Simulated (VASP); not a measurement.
Runs of VASP 6.6.1 on CaSe. The structure is that of space group Pm-3m (No. 221), or close to it. The cells are those of the table. 

```csv
level,cell,k mesh,gap on the mesh (eV),pressure (GPa)
PBE,"a = 3.687 Å, 2 atoms",6 × 6 × 6,(c),(b)
PBE,"a = 3.651 Å, 2 atoms",6 × 6 × 6,0.78,0.2
r2SCAN,"a = 3.598 Å, 2 atoms",6 × 6 × 6,1.19,(d)
r2SCAN,"a = 3.635 Å, 2 atoms",8 × 8 × 8,1.24,0.2
r2SCAN,"a = 3.561 Å, 2 atoms",6 × 6 × 6,1.14,4.1
PBE,"a = 3.614 Å, 2 atoms",6 × 6 × 6,0.73,1.8
r2SCAN,"a = 3.706 Å, 2 atoms",6 × 6 × 6,1.32,(a)
r2SCAN,"a = 3.635 Å, 2 atoms",6 × 6 × 6,1.24,0.2
```

Alike in all rows: task single point; potentials or basis VASP PAW PBE potentials, release 64 (Ca_sv, Se); no spin polarisation; cutoff (eV) 520; smearing gaussian 0.01 eV.

Question: Fill in the values left out.

Answer: (a) -2.7; (b) -1.3; (c) 0.82; (d) 2.0.

Caveats: the PAW data sets were made with another functional, which shifts forces and pressure a little (some runs).

A k mesh can miss the band edges, and the runs leave out spin-orbit coupling on Se.
